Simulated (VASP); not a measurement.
A run of VASP 6.6.1 is set up as follows.

POSCAR

```
KI
1.0
    0.0000000000      3.8288834055      2.9865290563
    3.8288834055      0.0000000000      2.9865290563
    3.8288834055      3.8288834055      0.0000000000
K I
1 1
Direct
    0.0000000000      0.0000000000      0.0000000000
    0.5000000000      0.5000000000      0.5000000000
```

File INCAR.step1:

```
  ALGO = Normal
  EDIFF = 1E-4
  ENCUT = 520
  GGA = PE
  ISMEAR = 0
  LASPH = T
  LCHARG = F
  LREAL = F
  LWAVE = T
  NBANDS = 15
  NELM = 100
  PREC = Accurate
  SIGMA = 0.05
```

The input INCAR.step2:

```
  ALGO = Normal
  EDIFF = 1E-7
  ENCUT = 520
  ISIF = 2
  ISMEAR = 0
  ISTART = 1
  LASPH = T
  LCHARG = F
  LMIXTAU = T
  LREAL = F
  LWAVE = F
  METAGGA = R2SCAN
  NBANDS = 15
  NELM = 100
  PREC = Accurate
  SIGMA = 0.05
```

File KPOINTS:

```
k-points
0
Gamma
  6 6 6
```

Potentials or basis: VASP PAW PBE potentials, release 64 (K_sv, I).

Launch:

```console
$ cat potpaw_PBE.64/K_sv/POTCAR potpaw_PBE.64/I/POTCAR > POTCAR
$ cp INCAR.step1 INCAR
$ mpirun -np 1 vasp_std > vasp.out
$ cp INCAR.step2 INCAR
$ mpirun -np 1 vasp_std > vasp.out
```

Predict the pressure.

3.5 GPa.

Estimate the band gap on the k mesh.

4.18 eV.

Stress tensor (GPa, compression positive):
```
-1.16  0.00  0.00
 0.00 -1.16  0.00
 0.00  0.00 12.77
```

Caveat: the cell stands under pressure; the PAW data sets were made with another functional, which shifts forces and pressure a little; spin-orbit coupling is left out, which moves the levels of the heavy elements.
